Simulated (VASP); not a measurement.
# SnO2: single point with LDA

The system is SnO2.

```
Sn O
1.0
    -2.00007    2.00007    5.12368
     2.00007   -2.00007    5.12368
     2.00007    2.00007   -5.12368
Sn O
2 4
Direct
  0.75000 0.25000 0.50000
  0.00000 0.00000 0.00000
  0.79652 0.79652 0.00000
  0.95348 0.45348 0.50000
  0.20348 0.20348 0.00000
  0.54652 0.04652 0.50000
```

```
Program             : VASP 6.6.1
Task                : single point
Functional          : LDA
Potentials or basis : VASP PAW LDA potentials, release 64 (Sn_d, O)
Cutoff              : 520 eV
k mesh              : 8 × 8 × 8
Occupations         : gaussian, width 0.01 eV
Spin                : no spin polarisation
```

```
Pressure               : -3.0 GPa
Largest force          : 0.158 eV/Å
Band gap on the k mesh : 1.52 eV, indirect (least direct gap 1.91 eV)
```

Forces in eV/Å, atoms in the order of the input:
```
Sn   0.000  0.000  0.000
Sn   0.000  0.000  0.000
O    0.000  0.000  0.158
O    0.000  0.000 -0.158
O    0.000  0.000 -0.158
O    0.000  0.000  0.158
```

Stress tensor (GPa, compression positive):
```
-2.73  0.00  0.00
 0.00 -2.73  0.00
 0.00  0.00 -3.67
```

Levels at points of the mesh, in eV from the valence-band top:
| k point | band 24 | band 25 | band 26 | band 27 | band 28 | band 29 |
| --- | --- | --- | --- | --- | --- | --- |
| (0.00, 0.00, 0.00) | -0.68 | -0.39 | -0.39 | 1.52 | 5.40 | 9.01 |
| (0.50, 0.00, 0.00) | -0.76 | -0.59 | -0.41 | 4.83 | 6.03 | 7.71 |
| (0.50, 0.50, 0.00) | -0.84 | -0.05 | -0.05 | 7.16 | 7.16 | 7.47 |
| (0.50, 0.50, 0.50) | -1.03 | -0.28 | -0.28 | 4.13 | 4.13 | 7.38 |

Run time: 4.1 min on 1 thread of Intel(R) Xeon(R) Platinum 8259CL CPU @ 2.50GHz (Skylake/Cascade Lake) (shared host), peak memory 0.33 GiB.

Caveat: spin-orbit coupling is left out, which moves the levels of the heavy elements. A k mesh can miss the band edges.
